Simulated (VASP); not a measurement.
A run of VASP 6.6.1:

INCAR

```
SYSTEM = BaS
  PREC = Accurate
  ENCUT = 600
  EDIFF = 1E-6
  ISMEAR = -1
  SIGMA = 0.05
  LREAL = .False.
  LASPH = .True.
  NELM = 100
  ALGO = Normal
  ISIF = 3
  LWAVE = .False.
  LCHARG = .False.
  GGA = RP
  IVDW = 13
  IBRION = 2
  NSW = 80
  EDIFFG = -0.005
```

The input KPOINTS:

```
Automatic mesh
0
Gamma
  7 7 7
  0 0 0
```

The input POSCAR:

```
BaS
1.0
    0.0000000000      3.1937500000      3.1937500000
    3.1937500000      0.0000000000      3.1937500000
    3.1937500000      3.1937500000      0.0000000000
Ba S
1 1
Direct
    0.0000000000      0.0000000000      0.0000000000
    0.5000000000      0.5000000000      0.5000000000
```

Potentials or basis: VASP PAW PBE potentials, release 64 (Ba_sv, S).

Run with:

```sh
$ cat potpaw_PBE.64/Ba_sv/POTCAR potpaw_PBE.64/S/POTCAR > POTCAR
$ mpirun -np 1 vasp_std > vasp.out
```

Hardware: 1 thread of Intel(R) Xeon(R) Platinum 8259CL CPU @ 2.50GHz (Skylake/Cascade Lake), with other jobs on the host.

Q: How long does it take, and how much memory?

A: It took 35 s on 1 thread of Intel(R) Xeon(R) Platinum 8259CL CPU @ 2.50GHz (Skylake/Cascade Lake), with other jobs on the host, peak memory 0.21 GiB. Counts: scf iterations 30, k points 20, ion steps 3.
